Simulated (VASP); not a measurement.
A run of VASP 6.6.1 is set up as follows.

File INCAR:

```
SYSTEM = As2H
ALGO = Normal
DIPOL = 0.5 0.5 0.314
EDIFF = 1E-6
ENCUT = 400
GGA = PE
GGA_COMPAT = .False.
IDIPOL = 3
ISIF = 2
ISMEAR = 0
ISPIN = 2
IVDW = 12
LASPH = .True.
LCHARG = .True.
LDIPOL = .True.
LELF = .True.
LORBIT = 11
LREAL = .False.
LVACPOTAV = .True.
LVHAR = .True.
LWAVE = .False.
MAGMOM = 0 0 1
NBANDS = 26
NELM = 200
NELMDL = -8
PREC = Accurate
SIGMA = 0.05
```

KPOINTS

```
k-points
0
Gamma
  9 9 1
  0 0 0
```

Contents of POSCAR:

```
As2H
1.0
    3.5713387681      0.0000000000      0.0000000000
   -1.7856693841      3.0928700987      0.0000000000
    0.0000000000      0.0000000000     18.3976402524
As H
2 1
Direct
    0.3333333333      0.6666666667      0.2933876398
    0.6666666667      0.3333333333      0.2174191877
    0.3333333333      0.6666666667      0.4319923720
```

Potentials or basis: VASP PAW PBE potentials, release 64 (As_d, H).

Command:

```console
$ cat potpaw_PBE.64/As_d/POTCAR potpaw_PBE.64/H/POTCAR > POTCAR
$ mpirun -np 1 vasp_std > vasp.out
```

(1) What does it give for the net moment?

(2) What does it give for the largest force?

(3) Predict the site moments.

(4) Predict the dispersion energy per atom.

Answers

(1) 1.00 μB per cell.

(2) 0.216 eV/Å.

(3) As +0.03, +0.08; H +0.34 μB.

(4) -0.162 eV.
